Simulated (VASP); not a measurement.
MnSb:

```xyz
4
Lattice="4.1500 0.0000 0.0000 -2.0750 3.5940 0.0000 0.0000 0.0000 5.7800" Properties=species:S:1:pos:R:3 pbc="T T T"
Sb    2.0750    1.1980    4.3350
Sb    0.0000    2.3960    1.4450
Mn    0.0000    0.0000    2.8900
Mn    0.0000    0.0000    0.0000
```

Base run:

```yaml
Program: VASP 6.6.1
Functional: BLYP
Potentials_or_basis: VASP PAW PBE potentials, release 64 (Sb, Mn_pv)
Cutoff: 520 eV
k_mesh: 7 × 7 × 5
Occupations: fermi-dirac, width 0.05 eV
Spin: collinear spin, ferromagnetic start
Starting_moments: "[0.0, 0.0, 4.0, 4.0] μB"
```

Its results: pressure 1.2 GPa; net moment 6.53 μB per cell; site moments Sb -0.12; Mn +3.31 μB.

Question: After a change of settings the same cell gave: pressure 4.4 GPa; net moment 8.00 μB per cell; site moments Sb -0.23; Mn +4.16 μB. Which change was it?
A. functional from BLYP to PBE-based screened hybrid with 25 % exact exchange; k mesh from 7 × 7 × 5 to 4 × 4 × 3
B. functional from BLYP to r2SCAN; hubbard terms from none to Mn d U = 7.0 eV
C. functional from BLYP to PBE; occupations from fermi-dirac, width 0.05 eV to gaussian, width 0.024 eV
D. functional from BLYP to LDA; potentials or basis from VASP PAW PBE potentials, release 64 (Sb, Mn_pv) to VASP PAW LDA potentials, release 64 (Sb, Mn_pv)

Answer: A.

Caveats: some runs use coarse meshes; the PAW data sets were made with another functional, which shifts forces and pressure a little; only a ferromagnetic start was run, and an antiferromagnetic order may lie lower in energy.
